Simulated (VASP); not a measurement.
Input of a VASP 6.6.1 run:

INCAR

```
SYSTEM = LiSi16
PREC = Accurate
ENCUT = 520
EDIFF = 1E-6
ISMEAR = 0
SIGMA = 0.05
LREAL = Auto
LASPH = .TRUE.
NELM = 150
ALGO = Normal
ISIF = 2
LWAVE = .FALSE.
LCHARG = .TRUE.
ISPIN = 2
MAGMOM = 0 0 0 0 0 0 0 0 0 0 0 0 0 0 0 0 0
LORBIT = 11
GGA = PE
LELF = .TRUE.
LVHAR = .TRUE.
NBANDS = 52
```

KPOINTS

```
regular mesh
0
G
  2 2 2
  0 0 0
```

Contents of POSCAR:

```
LiSi16
1.0
    0.0000000000      5.4300000000      5.4300000000
    5.4300000000      0.0000000000      5.4300000000
    5.4300000000      5.4300000000      0.0000000000
Si Li
16 1
Direct
   -0.0007076427     -0.0016763352      0.0020864641
    0.1127936464      0.1199291897      0.1407651013
    0.0006298343      0.0088716390      0.5086664825
    0.1310009208      0.1293132597      0.6291060773
   -0.0215763352      0.5080568140      0.0078522099
    0.1202957643      0.6242456722      0.1240390424
   -0.0007084715      0.5022935543      0.4981171271
    0.1127927256      0.6409704420      0.6197245856
    0.5000453039     -0.0130918969      0.0072027624
    0.6253367403      0.1194391344      0.1234129834
    0.5040744936     -0.0023236648      0.4974676796
    0.6325137201      0.1204982505      0.6202918048
    0.4932626151      0.4925786372     -0.0076298343
    0.6112875691      0.6191846225      0.1189787293
    0.5000443831      0.5074090239      0.4867022099
    0.6253361878      0.6236216390      0.6192306630
    0.3068323204      0.3165651013      0.8163597606
```

Potentials or basis: VASP PAW PBE potentials, release 64 (Si, Li_sv).

The run is started by

```bash
$ cat potpaw_PBE.64/Si/POTCAR potpaw_PBE.64/Li_sv/POTCAR > POTCAR
$ mpirun -np 1 vasp_std > vasp.out
```

Q: Estimate the largest force.

A: 0.078 eV/Å.

Q: Predict the net moment.

A: 0.00 μB per cell.

Forces on the atoms (eV/Å):
```
Si   0.024  0.007 -0.010
Si   0.012  0.002  0.003
Si   0.007  0.020  0.020
Si   0.037  0.017  0.017
Si  -0.030  0.009  0.009
Si   0.009 -0.036 -0.036
Si   0.024 -0.010  0.007
Si   0.012  0.003  0.002
Si  -0.037  0.025 -0.026
Si   0.009 -0.010 -0.021
Si   0.023 -0.005 -0.005
Si  -0.033  0.028  0.028
Si  -0.020 -0.027 -0.027
Si  -0.015 -0.031 -0.031
Si  -0.037 -0.026  0.025
Si   0.009 -0.021 -0.010
Li   0.009  0.055  0.055
```

Caveat: the k points lie up to 0.50 Å⁻¹ apart.
